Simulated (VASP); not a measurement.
Input of a VASP 6.6.1 run:

The input INCAR:

```
ALGO = Normal ; EDIFF = 1E-6
ENCUT = 600 ; GGA = PS
GGA_COMPAT = F ; ISIF = 2
ISMEAR = 0 ; LASPH = T
LCHARG = F ; LREAL = F
LWAVE = F ; NBANDS = 11
NELM = 120 ; PREC = Accurate
SIGMA = 0.01
```

The input KPOINTS:

```
k-points
0
Gamma
  8 8 8
```

POSCAR

```
Be2C
1.0
    0.0000000000      2.1484917799      2.1484917799
    2.1484917799      0.0000000000      2.1484917799
    2.1484917799      2.1484917799      0.0000000000
Be C
2 1
Direct
    0.2500000000      0.2500000000      0.2500000000
    0.7500000000      0.7500000000      0.7500000000
    0.0000000000      0.0000000000      0.0000000000
```

Potentials or basis: VASP PAW PBE potentials, release 64 (Be, C).

Launch:

```console
$ cat potpaw_PBE.64/Be/POTCAR potpaw_PBE.64/C/POTCAR > POTCAR
$ mpirun -np 1 vasp_std > vasp.out
```

Q: What does it give for the band gap on the k mesh?

A: 1.07 eV, indirect (least direct gap 4.13 eV).

Q: Estimate the pressure.

A: 2.6 GPa.

Caveat: the PAW data sets were made with another functional, which shifts forces and pressure a little. As with any semilocal functional, this PBEsol gap is likely too small.
